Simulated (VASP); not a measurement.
# AlN (R3m) in VASP: a series of runs

Runs on AlN. Level: r2SCAN. Tasks: single point.

Everything below comes from runs of VASP 6.6.1. Logs are shortened: lines on timing, memory, paths and dates and some standing lists are left out, and cuts for length are marked.

### Step 1. The cell of the first run

It takes space group R3m (No. 160, trigonal). The conventional cell has a = 2.754 Å, b = 2.754 Å, c = 9.513 Å, α = 90.00°, β = 90.00°, γ = 120.00°. Al (site symmetry 3m) has 4 N at 1.78 to 2.38 Å within 2.4 Å. Within 2.4 Å of N (site symmetry 3m) lie 4 Al at 1.78 to 2.38 Å.

### Step 2. Single point, r2SCAN

Input file POSCAR:

```
AlN
1.0
    0.5323585663      2.4800118576      2.4800118576
    2.4800118576      0.5323585663      2.4800118576
    2.4800118576      2.4800118576      0.5323585663
Al N
1 1
Direct
    0.0000000000      0.0000000000      0.0000000000
    0.7500000000      0.7500000000      0.7500000000
```

Input file INCAR.step1:

```
SYSTEM = AlN
  PREC = Accurate
  ENCUT = 520
  ISMEAR = 0
  SIGMA = 0.05
  LREAL = .False.
  LASPH = .True.
  NELM = 80
  NBANDS = 11
  GGA = PE
  ALGO = Normal
  EDIFF = 1E-4
  LWAVE = .True.
  LCHARG = .False.
```

Input file INCAR.step2:

```
SYSTEM = AlN
  PREC = Accurate
  ENCUT = 520
  EDIFF = 1E-6
  ISMEAR = 0
  SIGMA = 0.05
  LREAL = .False.
  LASPH = .True.
  NELM = 80
  ALGO = Normal
  ISIF = 2
  LWAVE = .False.
  LCHARG = .True.
  METAGGA = R2SCAN
  LMIXTAU = .True.
  LELF = .True.
  LVHAR = .True.
  NBANDS = 11
  ISTART = 1
```

Input file KPOINTS:

```
Automatic mesh
0
Gamma
  10 10 10
  0 0 0
```

Potentials or basis: VASP PAW PBE potentials, release 64 (Al, N).

On the command line:

```
$ cat potpaw_PBE.64/Al/POTCAR potpaw_PBE.64/N/POTCAR > POTCAR
$ cp INCAR.step1 INCAR
$ mpirun -np 1 vasp_std > vasp.out
$ cp INCAR.step2 INCAR
$ mpirun -np 1 vasp_std > vasp.out
```

OUTCAR:

```text
SYSTEM = AlN
   PREC = Accurate
   ENCUT = 520
   EDIFF = 1E-6
   ISMEAR = 0
   LREAL = .False.
   LASPH = .True.
   NELM = 80
   ISIF = 2
   METAGGA = R2SCAN
   ISTART = 1

 ion  position               nearest neighbor table
   1  0.000  0.000  0.000-   2 1.78   2 1.78   2 1.78   2 2.38
   2  0.750  0.750  0.750-   1 1.78   1 1.78   1 1.78   1 2.38

  LATTYP: Found a trigonal (rhomboedric) cell.
 ALAT       =     3.5474389735
 COS(alpha) =     0.6985651702

  Lattice vectors:

 A1 = (   0.5323585663,   2.4800118576,   2.4800118576)
 A2 = (   2.4800118576,   0.5323585663,   2.4800118576)
 A3 = (   2.4800118576,   2.4800118576,   0.5323585663)

Analysis of symmetry for initial positions (statically):
=====================================================================
 Subroutine PRICEL returns:
 Original cell was already a primitive cell.

 Routine SETGRP: Setting up the symmetry group for a
 trigonal (rhombohedral) supercell.

 Subroutine GETGRP returns: Found  6 space group operations
 (whereof  6 operations were pure point group operations)
 out of a pool of 12 trial point group operations.

The static configuration has the point symmetry C_3v.

Analysis of symmetry for dynamics (positions and initial velocities):
=====================================================================
 Subroutine PRICEL returns:
 Original cell was already a primitive cell.

 Routine SETGRP: Setting up the symmetry group for a
 trigonal (rhombohedral) supercell.

 Subroutine GETGRP returns: Found  6 space group operations
 (whereof  6 operations were pure point group operations)
 out of a pool of 12 trial point group operations.

The dynamic configuration has the point symmetry C_3v.

 Subroutine INISYM returns: Found  6 space group operations
 (whereof  6 operations are pure point group operations),
 and found     1 'primitive' translations

----------------------------------------------------------------------------------------

                                     Primitive cell

  volume of cell :      20.8345

  direct lattice vectors                    reciprocal lattice vectors
     0.532358566  2.480011858  2.480011858    -0.281602151  0.231836254  0.231836254
     2.480011858  0.532358566  2.480011858     0.231836254 -0.281602151  0.231836254
     2.480011858  2.480011858  0.532358566     0.231836254  0.231836254 -0.281602151

  length of vectors
     3.547438974  3.547438974  3.547438974     0.432198877  0.432198877  0.432198877

  position of ions in fractional coordinates (direct lattice)
[... 77 lines left out ...]
   ENCUT  =  520.0 eV  38.22 Ry    6.18 a.u.   6.60  6.60  6.60*2*pi/ulx,y,z
   NELM   =     80;   NELMIN=  2; NELMDL=  0     # of ELM steps
   EDIFF  = 0.1E-05   stopping-criterion for ELM
   LREAL  =      F    real-space projection
[... 7 lines left out ...]
   TEBEG  =    0.0;   TEEND  =   0.0 temperature during run
   PSTRESS=    0.0 pullay stress
   NELECT =       8.0000    total number of electrons
   NUPDOWN=      -1.0000    fix difference up-down
   EMIN   =  10.00;   EMAX   =-10.00  energy-range for DOS
   EFERMI =   0.00;   METHOD = LEGACY
   ISMEAR =     0;   SIGMA  =   0.05  broadening in eV -4-tet -1-fermi 0-gaus
   EFERMI_NEDOS =   21; number of points for ismear=-14 and -15
   IALGO  =     38    algorithm
   IMIX   =      4    mixing-type and parameters
     AMIX     =   0.40;   BMIX     =  1.00
     AMIX_MAG =   1.60;   BMIX_MAG =  1.00
  volume/ion in A,a.u.               =      10.42        70.30
  Fermi-wavevector in a.u.,A,eV,Ry     =   1.189899  2.248583 19.263943  1.415860
  Thomas-Fermi vector in A             =   2.325996
   LORBIT       =      0    0 simple, 1 ext, 2 COOP (PROOUT), +10 PAW based schemes
   METAGGA = R2SCAN    functional components
   LHFCALC =     F    Hartree Fock is set to
   AEXX    =    0.0000 exact exchange contribution
   IVDW    =     0    specifies the selected vdW correction
   LEPSILON=     F    determine dielectric tensor
   LRPA    =     F    only Hartree local field effects (RPA)
 non-spin polarized calculation
 Gauss-broadening in eV      SIGMA  =   0.05
  energy-cutoff  :      520.00
  volume of cell :       20.83
 maximum number of plane-waves:       570
 NGX is ok and might be reduce to    28

 number of electron       8.0000000 magnetization

 Free energy of the ion-electron system (eV)
  ---------------------------------------------------
  ext. energy  EPLUGINS =         0.00000000
  ---------------------------------------------------
  free energy    TOTEN  =       -17.08111428 eV

  energy without entropy =      -17.08104505  energy(sigma->0) =      -17.08107966

 E-fermi :   6.9080     XC(G=0): -11.3870

 val. band max:        6.8500254846   @ k =   0.0000   0.0000   0.0000
 cond. band min:       6.9282305050   @ k =   0.0000   0.0000   0.0000
 fundamental gap:      0.0782050204
 Fermi energy:         6.9079969885

 k-point     1 :       0.0000    0.0000    0.0000
  band No.  band energies     occupation
      1     -10.2585      2.00000
      2       3.9542      2.00000
      3       6.8500      1.89894
      4       6.8500      1.89893
      5       6.9282      0.56713
      6      18.7792      0.00000
      7      22.9885      0.00000
      8      22.9885      0.00000
      9      23.9381      0.00000
     10      25.1091      0.00000
     11      25.1091      0.00000
[... 309 lines left out ...]
 k-point    24 :       0.4000    0.3000   -0.0000
  band No.  band energies     occupation
      1      -8.0707      2.00000
      2       1.7623      2.00000
      3       3.3774      2.00000
      4       5.2129      2.00000
      5      10.1692      0.00000
      6      15.8080      0.00000
      7      18.0649      0.00000
      8      21.8627      0.00000
      9      23.1883      0.00000
     10      26.5465      0.00000
     11      29.1913      0.00000

 [... further k-points ...]
[... 5 lines left out ...]
  --------------------------------------------------------------------------------------
  -------------------------------------------------------------------------------------
  Total        3.5522290      3.5522290      3.5522290     -5.6236394     -5.6236394     -5.6236394
  in kB      273.1665252    273.1665252    273.1665252   -432.4580570   -432.4580570   -432.4580570
  external PRESSURE =     273.1665252 kB  Pullay stress =       0.0000000 kB

 VOLUME and BASIS-vectors are now :
 -----------------------------------------------------------------------------
  energy-cutoff  :      520.00
  volume of cell :       20.83
      direct lattice vectors                 reciprocal lattice vectors
     0.532358566  2.480011858  2.480011858    -0.281602151  0.231836254  0.231836254
     2.480011858  0.532358566  2.480011858     0.231836254 -0.281602151  0.231836254
     2.480011858  2.480011858  0.532358566     0.231836254  0.231836254 -0.281602151

 POSITION                                       TOTAL-FORCE (eV/Angst)
 -----------------------------------------------------------------------------------
      0.00000      0.00000      0.00000         0.111677      0.111677      0.111677
      4.11929      4.11929      4.11929        -0.111677     -0.111677     -0.111677
 -----------------------------------------------------------------------------------
    total drift:                               -0.001171     -0.001171     -0.001171

  FREE ENERGIE OF THE ION-ELECTRON SYSTEM (eV)
  ---------------------------------------------------
  free  energy   TOTEN  =       -17.0811142773 eV

  energy  without entropy=      -17.0810450480  energy(sigma->0) =      -17.08107966
```

It took 3.9 min on 1 thread of Intel Xeon 8259CL, shared host; peak memory 0.17 GiB.

What came out:

```yaml
Free_energy: -17.0811 eV
Pressure: 27.3 GPa
Largest_force: 0.193 eV/Å
Band_gap_on_the_k_mesh: 0.08 eV, direct
```

Forces in eV/Å, atoms in the order of the input:
```
Al   0.112  0.112  0.112
N   -0.112 -0.112 -0.112
```

Stress tensor (GPa, compression positive):
```
 27.32 -43.25 -43.25
-43.25  27.32 -43.25
-43.25 -43.25  27.32
```

Caveat: the PAW data sets were made with another functional, which shifts forces and pressure a little.

### Step 3. Single point, r2SCAN

This run uses another cell than the first one, of the same volume but with other edges.

Input file POSCAR:

```
AlN
1.0
   -0.6905095173      1.8989011725      1.8989011725
    1.8989011725     -0.6905095173      1.8989011725
    1.8989011725      1.8989011725     -0.6905095173
Al N
1 1
Direct
    0.0000000000      0.0000000000      0.0000000000
    0.7500000000      0.7500000000      0.7500000000
```

Input file INCAR.step1:

```
PREC = Accurate
ENCUT = 520
ISMEAR = 0
SIGMA = 0.05
LREAL = F
LASPH = T
NELM = 60
NBANDS = 11
GGA = PE
ALGO = Normal
EDIFF = 1E-4
LWAVE = T
LCHARG = F
```

Input file INCAR.step2:

```
PREC = Accurate
ENCUT = 520
EDIFF = 1E-6
ISMEAR = 0
SIGMA = 0.05
LREAL = F
LASPH = T
NELM = 60
ALGO = Normal
ISIF = 2
LWAVE = F
LCHARG = F
METAGGA = R2SCAN
LMIXTAU = T
NBANDS = 11
ISTART = 1
```

Input file KPOINTS:

```
regular mesh
0
Gamma
  10 10 10
```

Potentials or basis: VASP PAW PBE potentials, release 64 (Al, N).

On the command line:

```
$ cat potpaw_PBE.64/Al/POTCAR potpaw_PBE.64/N/POTCAR > POTCAR
$ cp INCAR.step1 INCAR
$ mpirun -np 1 vasp_std > vasp.out
$ cp INCAR.step2 INCAR
$ mpirun -np 1 vasp_std > vasp.out
```

Wall time 92 s (1 thread of Intel Xeon 8259CL, shared host); peak memory 0.15 GiB.

It converged, with:

| Property | Result |
| --- | --- |
| Free energy | -11.8832 eV |
| Pressure | 95.3 GPa |
| Largest force | 30.361 eV/Å |
| Band gap on the k mesh | 1.61 eV, indirect (least direct gap 1.65 eV) |

Forces on the atoms (eV/Å):
```
Al   17.529  17.529  17.529
N   -17.529 -17.529 -17.529
```

Stress tensor (GPa, compression positive):
```
 95.29 128.63 128.63
128.63  95.29 128.63
128.63 128.63  95.29
```

Levels at points of the mesh, in eV from the valence-band top:
```csv
k point,band 1,band 2,band 3,band 4,band 5,band 6,band 7,band 8
"(0.00, 0.00, 0.00)",-16.79,-1.50,-1.50,-0.66,2.01,9.66,9.66,17.88
"(0.50, 0.00, 0.00)",-15.17,-7.32,-0.81,-0.10,6.29,7.76,11.63,15.04
"(0.50, 0.50, 0.00)",-14.02,-5.22,-4.91,-0.05,1.61,10.72,12.13,13.04
"(0.50, 0.50, 0.50)",-13.20,-3.74,-3.48,-3.48,5.30,6.15,6.15,7.92
```

Caveat: the PAW data sets were made with another functional, which shifts forces and pressure a little.
